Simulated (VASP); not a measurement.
# Rb (Im-3m) in VASP: settings compared, part 2 of 2

VASP 6.6.1. The steps go on from the part before.

**3. Relaxation of cell and atoms, PBE, non-collinear spin, zero start, spin-orbit coupling**

This run uses another cell than the first one, of 88.04 Å³/atom.

File INCAR:

```
  PREC = Accurate
  ENCUT = 600
  EDIFF = 1E-6
  ISMEAR = -1
  SIGMA = 0.05
  LREAL = False
  LASPH = True
  NELM = 150
  ALGO = Normal
  ISIF = 3
  LWAVE = False
  LCHARG = False
  MAGMOM = 0 0 0
  LORBIT = 11
  LSORBIT = True
  GGA_COMPAT = False
  LORBMOM = True
  GGA = PE
  IBRION = 2
  NSW = 80
  EDIFFG = -0.02
```

File KPOINTS:

```
Automatic mesh
0
Gamma
  5 5 5
```

File POSCAR:

```
Rb
1.0
   -2.8025000000      2.8025000000      2.8025000000
    2.8025000000     -2.8025000000      2.8025000000
    2.8025000000      2.8025000000     -2.8025000000
Rb
1
Direct
    0.0000000000      0.0000000000      0.0000000000
```

Potentials or basis: VASP PAW PBE potentials, release 64 (Rb_sv).

Started as:

```sh
> cat potpaw_PBE.64/Rb_sv/POTCAR > POTCAR
> mpirun -np 1 vasp_ncl > vasp.out
```

Wall time 6.4 min (1 thread of Intel Xeon 8259CL, shared host); peak memory 0.48 GiB.

The run converged. Its results:

* Free energy: -0.9712 eV
* Relaxed volume: 90.72 Å³/atom
* Relaxed cell: a = 4.903 Å, b = 4.903 Å, c = 4.903 Å, α = 109.47°, β = 109.47°, γ = 109.47°
* Space group after relaxing (to 0.1 Å): Im-3m (No. 229)
* Energy gained by relaxing: 0.7 meV/atom
* Ionic steps: 4
* Pressure after relaxing: 0.0 GPa
* Net moment: 0.00 μB per cell
* Valence electrons inside the program's atomic spheres: Rb 7.29

The path:
| step | energy change (eV) | largest force (eV/Å) | pressure (GPa) | volume (Å³) |
| --- | --- | --- | --- | --- |
| 1 | 0.0000 | 0.0000 | 0.08 | 88.04 |
| 2 | -0.0003 | 0.0000 | 0.06 | 88.62 |
| 3 | -0.0005 | 0.0000 | 0.04 | 89.32 |
| 4 | -0.0007 | 0.0000 | 0.00 | 90.72 |

Final structure:
```yaml
crystal:
  lattice:
    - [-2.83065, 2.83065, 2.83065]
    - [2.83065, -2.83065, 2.83065]
    - [2.83065, 2.83065, -2.83065]
  atoms:
    - { symbol: Rb, position: [0.00000, 0.00000, 0.00000] }
```

Moments on the atoms (μB; x, y, z):
```
Rb  0.00 0.00 0.00
```

**4. Single point, RPBE+D4**

This run uses another cell than the first one, of 88.04 Å³/atom.

File INCAR:

```
SYSTEM = Rb
ALGO = Normal ; EDIFF = 1E-6
ENCUT = 520 ; GGA = RP
ISIF = 2 ; ISMEAR = 1
IVDW = 13 ; LASPH = .True.
LCHARG = .False. ; LREAL = .False.
LWAVE = .False. ; NBANDS = 10
NELM = 60 ; PREC = Accurate
SIGMA = 0.01
```

File KPOINTS:

```
k-points
0
Gamma
  7 7 7
  0 0 0
```

POSCAR is that of step 3.

Potentials or basis: VASP PAW PBE potentials, release 64 (Rb_sv).

Started as:

```sh
> cat potpaw_PBE.64/Rb_sv/POTCAR > POTCAR
> mpirun -np 1 vasp_std > vasp.out
```

OUTCAR:

```text
SYSTEM = Rb
   EDIFF = 1E-6
   ENCUT = 520
   GGA = RP
   ISIF = 2
   ISMEAR = 1
   IVDW = 13
   LASPH = .True.
   LREAL = .False.
   NELM = 60
   PREC = Accurate

 ion  position               nearest neighbor table
   1  0.000  0.000  0.000-

  LATTYP: Found a body centered cubic cell.
 ALAT       =     5.6050000000

  Lattice vectors:

 A1 = (  -2.8025000000,   2.8025000000,   2.8025000000)
 A2 = (   2.8025000000,  -2.8025000000,   2.8025000000)
 A3 = (   2.8025000000,   2.8025000000,  -2.8025000000)

[... 433 lines left out ...]

------------------------ aborting loop because EDIFF is reached ----------------------------------------

  DFT-D4 for vdW energy calculation

  Edisp (eV):   -0.11182

  FORCE on cell =-STRESS in cart. coord.  units (eV):
  Direction    XX          YY          ZZ          XY          YZ          ZX
  --------------------------------------------------------------------------------------
  -------------------------------------------------------------------------------------
  Total       0.10143     0.10143     0.10143    -0.00000     0.00000    -0.00000
  in kB       1.84572     1.84572     1.84572    -0.00000     0.00000    -0.00000
  external pressure =        1.85 kB  Pullay stress =        0.00 kB

 VOLUME and BASIS-vectors are now :
 -----------------------------------------------------------------------------
  energy-cutoff  :      520.00
  volume of cell :       88.04
      direct lattice vectors                 reciprocal lattice vectors
    -2.802500000  2.802500000  2.802500000     0.000000000  0.178412132  0.178412132
     2.802500000 -2.802500000  2.802500000     0.178412132  0.000000000  0.178412132
     2.802500000  2.802500000 -2.802500000     0.178412132  0.178412132  0.000000000

 POSITION                                       TOTAL-FORCE (eV/Angst)
 -----------------------------------------------------------------------------------
      0.00000      0.00000      0.00000         0.000000      0.000000     -0.000000
 -----------------------------------------------------------------------------------
    total drift:                               -0.000000     -0.000000      0.000000

  FREE ENERGIE OF THE ION-ELECTRON SYSTEM (eV)
  ---------------------------------------------------
  free  energy   TOTEN  =        -0.9238640592 eV

  energy  without entropy=       -0.9237292146  energy(sigma->0) =       -0.92381911
```

OSZICAR:

```text
N       E                     dE             d eps       ncg     rms          rms(c)
DAV:   1     0.435258383898E+02    0.43526E+02   -0.34938E+03   400   0.677E+02
DAV:   2     0.164902975648E+01   -0.41877E+02   -0.41110E+02   432   0.130E+02
DAV:   3    -0.702694637724E+00   -0.23517E+01   -0.23488E+01   548   0.310E+01
DAV:   4    -0.803778897486E+00   -0.10108E+00   -0.99075E-01   532   0.531E+00
DAV:   5    -0.805745448857E+00   -0.19666E-02   -0.19664E-02   552   0.636E-01    0.147E+00
DAV:   6    -0.808879073490E+00   -0.31336E-02   -0.22127E-03   458   0.289E-01    0.884E-01
DAV:   7    -0.811804674164E+00   -0.29256E-02   -0.41701E-03   426   0.413E-01    0.447E-02
DAV:   8    -0.812029810650E+00   -0.22514E-03   -0.21259E-04   510   0.119E-01    0.143E-02
DAV:   9    -0.812042483037E+00   -0.12672E-04   -0.12285E-05   556   0.282E-02    0.442E-03
DAV:  10    -0.812042230770E+00    0.25227E-06   -0.30932E-06   504   0.101E-02
   1 F= -.92386406E+00 E0= -.92381911E+00  d E =-.134845E-03
```

stdout:

```text
POSCAR found type information on POSCAR Rb
 POSCAR found :  1 types and       1 ions
 scaLAPACK will be used
 -----------------------------------------------------------------------------
|                                                                             |
|                                                                             |
|     You enforced a specific xc type in the INCAR file but a different       |
|     I HOPE YOU KNOW WHAT YOU ARE DOING!                                     |
|                                                                             |
 -----------------------------------------------------------------------------

 LDA part: xc-table for (Slater+PW92), standard interpolation
 POSCAR, INCAR and KPOINTS ok, starting setup
 FFT: planning ... GRIDC
 FFT: planning ... GRID_SOFT
 FFT: planning ... GRID
 WAVECAR not read
 entering main loop
```

Run time: 11 s. Hardware: 1 thread of Oxide Virtual Turin-like, shared host; peak memory 0.17 GiB.

Results:

```yaml
Free_energy: -0.9239 eV
Pressure: 0.2 GPa
Band_gap_on_the_k_mesh: zero (an odd number of electrons rules out a gap without spin polarisation)
Dispersion_energy_per_atom: -0.112 eV
```

Caveat: the PAW data sets were made with another functional, which shifts forces and pressure a little.

**5. Single point, PBE, collinear spin**

This run uses another cell than the first one, of 88.04 Å³/atom.

File INCAR:

```
  ALGO = Fast
  EDIFF = 1E-6
  ENCUT = 520
  GGA = PE
  ISIF = 2
  ISMEAR = 0
  ISPIN = 2
  LASPH = True
  LCHARG = False
  LORBIT = 11
  LREAL = False
  LWAVE = False
  MAGMOM = 0.5
  NBANDS = 14
  NELM = 150
  PREC = Accurate
  SIGMA = 0.01
```

File KPOINTS:

```
k-points
0
Gamma
  7 7 7
```

POSCAR is that of step 4.

Started as:

```sh
> cat potpaw_PBE.64/Rb_sv/POTCAR > POTCAR
> mpirun -np 1 vasp_std > vasp.out
```

Run time: 48 s. Hardware: 1 thread of Oxide Virtual Turin-like, shared host; peak memory 0.21 GiB.

It converged, with:

* Free energy: -0.9367 eV
* Pressure: 0.1 GPa
* Net moment: -0.03 μB per cell
* Valence electrons inside the program's atomic spheres: Rb 7.29

Levels at points of the mesh, in eV from the Fermi level:
Spin up:
```
           k point  band 3  band 4  band 5  band 6  band 7  band 8
(0.00, 0.00, 0.00)  -12.89  -12.89   -1.96    3.75    3.75    3.75
```
Spin down:
```tsv
k point	band 1	band 2	band 3	band 4	band 5	band 6	band 7	band 8	band 9	band 10
(0.00, 0.00, 0.00)	-28.85	-12.89	-12.89	-12.89	-2.00	3.74	3.74	3.74	4.69	4.69
```

**6. Overview**

```csv
task,level,spin,cell,k mesh,cutoff (eV),smearing,gap on the mesh (eV),pressure (GPa),moment (μB)
single point,PBE,"non-collinear, zero start, SOC","a = 4.900 Å, angles 109.5°, 1 atom",5 × 5 × 5,520,fermi-dirac 0.05 eV,-,0.0,0.00
relaxation of cell and atoms,PBE,"non-collinear, zero start, SOC","relaxed from a = 4.854 Å, angles 109.5°, 1 atom",5 × 5 × 5,600,fermi-dirac 0.05 eV,-,0.0,0.00
single point,RPBE+D4,off,"a = 4.854 Å, angles 109.5°, 1 atom",7 × 7 × 7,520,methfessel-paxton 0.01 eV,none,0.2,-
single point,PBE,collinear,"a = 4.854 Å, angles 109.5°, 1 atom",7 × 7 × 7,520,gaussian 0.01 eV,none,0.1,0.03
```

Alike in all rows: potentials or basis VASP PAW PBE potentials, release 64 (Rb_sv).

Caveats: the PAW data sets were made with another functional, which shifts forces and pressure a little (at least some runs).

Absolute energies hang on the potentials; compare differences alone.
